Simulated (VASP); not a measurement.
Here is a VASP 6.6.1 calculation.

File INCAR:

```
SYSTEM = C
PREC = Accurate
ENCUT = 520
EDIFF = 1E-6
ISMEAR = 0
SIGMA = 0.1
LREAL = .FALSE.
LASPH = .TRUE.
NELM = 100
ALGO = Normal
ISIF = 2
LWAVE = .FALSE.
LCHARG = .FALSE.
GGA = PE
NBANDS = 36
```

KPOINTS

```
Automatic mesh
0
G
  18 18 2
  0 0 0
```

Contents of POSCAR:

```
C
1.0
    2.4665760662      0.0000000000      0.0000000000
   -1.2332880331      2.1361175337      0.0000000000
    0.0000000000      0.0000000000     28.9944074141
C
12
Direct
    0.6666666667      0.3333333333      0.9633046900
    0.6666666667      0.3333333333      0.4633053611
    0.6666666667      0.3333333333      0.7679576237
    0.6666666667      0.3333333333      0.2679576625
    0.0000000000      0.0000000000      0.6157376426
    0.3333333333      0.6666666667      0.2679576237
    0.0000000000      0.0000000000      0.1157376426
    0.6666666667      0.3333333333      0.6157370101
    0.3333333333      0.6666666667      0.7679576625
    0.3333333333      0.6666666667      0.1157370101
    0.3333333333      0.6666666667      0.4633046900
    0.3333333333      0.6666666667      0.9633053611
```

Potentials or basis: VASP PAW PBE potentials, release 64 (C).

The run is started by

```bash
$ cat potpaw_PBE.64/C/POTCAR > POTCAR
$ mpirun -np 1 vasp_std > vasp.out
```

(1) What does it give for the band gap on the k mesh?

(2) What does it give for the pressure?

Answers

(1) zero (filled and empty bands touch).

(2) 0.3 GPa.

Caveat: this functional lacks dispersion, which binds the layers, so the pressure and a relaxed spacing across them are unreliable.
